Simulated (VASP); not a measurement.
Write the native input for VASP 6.6.1 that does the following.

| Quantity | Value |
| --- | --- |
| Task | relaxation of the atoms |
| Functional | PBEsol |
| Potentials or basis | VASP PAW PBE potentials, release 64 (Be, Li_sv) |
| Cutoff | 520 eV |
| k mesh | 2 × 3 × 2 |
| Occupations | fermi-dirac, width 0.15 eV |
| Spin | no spin polarisation |
| Dipole correction | no |
| Further INCAR settings | LREAL = Auto; ALGO = Normal; EDIFF = 1e-06; IBRION = 2; EDIFFG = -0.08; NSW = 45 |

The structure of LiBe16 (a cell with a defect) lies in POSCAR:

```
LiBe16
1.0
   -2.2900000000     -3.9663960000      0.0000000000
    3.4350000000     -1.9831980000      0.0000000000
    0.0000000000      0.0000000000      7.1768600000
Be Li
16 1
Direct
    0.7500000000      0.5000000000      0.0000000000
    0.5000000000      0.3333333000      0.2500000000
    0.7500000000      0.5000000000      0.5000000000
    0.5000000000      0.3333333000      0.7500000000
    0.5000000000      0.0000000000      0.0000000000
    0.2500000000      0.8333333000      0.2500000000
    0.5000000000      0.0000000000      0.5000000000
    0.2500000000      0.8333333000      0.7500000000
    0.2500000000      0.5000000000      0.0000000000
    0.0000000000      0.3333333000      0.2500000000
    0.2500000000      0.5000000000      0.5000000000
    0.0000000000      0.3333333000      0.7500000000
    0.0000000000      0.0000000000      0.0000000000
    0.7500000000      0.8333333000      0.2500000000
    0.0000000000      0.0000000000      0.5000000000
    0.7500000000      0.8333333000      0.7500000000
    0.7359989000      0.1720046000      0.6228063000
```

These files were run (other wordings do the same):

INCAR

```
SYSTEM = LiBe16
ALGO     = Normal         ! electronic algorithm
EDIFF    = 1E-6           ! SCF threshold, eV
EDIFFG   = -0.08          ! ionic threshold
ENCUT    = 520            ! plane-wave cutoff, eV
GGA      = PS             ! functional
IBRION   = 2              ! ionic algorithm
ISIF     = 2              ! what is computed and relaxed
ISMEAR   = -1             ! smearing method
LASPH    = .True.         ! aspherical terms in the spheres
LCHARG   = .False.        ! write CHGCAR
LREAL    = Auto         
LWAVE    = .False.        ! write WAVECAR
NELM     = 80             ! most SCF steps
NSW      = 45             ! ionic steps
PREC     = Accurate       ! precision mode
SIGMA    = 0.15           ! smearing width, eV
```

KPOINTS

```
k-points
0
Gamma
  2 3 2
  0 0 0
```

Potentials or basis: VASP PAW PBE potentials, release 64 (Be, Li_sv).

The run is started by

```console
$ cat potpaw_PBE.64/Be/POTCAR potpaw_PBE.64/Li_sv/POTCAR > POTCAR
$ mpirun -np 1 vasp_std > vasp.out
```

It gave:

The energy gained by relaxing is 242.0 meV/atom, the ionic steps are 17 and the largest force after relaxing is 0.065 eV/Å. The band gap on the k mesh is zero (an odd number of electrons rules out a gap without spin polarisation).

Caveat: the k points lie up to 0.69 Å⁻¹ apart, too coarse for converged energies and pressures of a metal; the PAW data sets were made with another functional, which shifts forces and pressure a little; the relaxation stopped at a loose force limit of 0.08 eV/Å, so its end isn't a converged minimum.

Wall time 6.2 min on 1 thread of Intel(R) Xeon(R) Platinum 8488C (Sapphire Rapids), on a shared host, peak memory 0.24 GiB.
